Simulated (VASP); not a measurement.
**BiTe: single point with PBE+D3(BJ)**

BiTe:

```xyz
2
Lattice="2.4180 1.3960 3.1593 -2.4180 1.3960 3.1593 0.0000 -2.7921 3.1593" Properties=species:S:1:pos:R:3 pbc="T T T"
Bi    0.0000    0.0000    4.7390
Te    0.0000    0.0000    0.0000
```

```json
{"Program": "VASP 6.6.1", "Task": "single point", "Functional": "PBE", "Dispersion": "D3(BJ)", "Potentials or basis": "VASP PAW PBE potentials, release 64 (Bi_d, Te)", "Cutoff": "520 eV", "k mesh": "7 × 7 × 7", "Occupations": "fermi-dirac, width 0.05 eV", "Spin": "no spin polarisation"}
```

```yaml
Pressure: 0.0 GPa
Dispersion_energy_per_atom: -0.479 eV
```

Levels at points of the mesh, in eV from the Fermi level:
```csv
k point,band 6,band 7,band 8,band 9,band 10,band 11,band 12,band 13,band 14,band 15
"(0.00, 0.00, 0.00)",-13.79,-8.15,-3.09,-3.09,-1.48,2.00,2.82,2.82,3.86,3.86
```

Run time: 20 s on 1 thread of Intel(R) Xeon(R) Platinum 8375C CPU @ 2.90GHz (Ice Lake) (shared host), peak memory 0.21 GiB.

Caveat: spin-orbit coupling is left out, which moves the levels of the heavy elements; pairwise dispersion overbinds metals, which lowers pressure and volume.
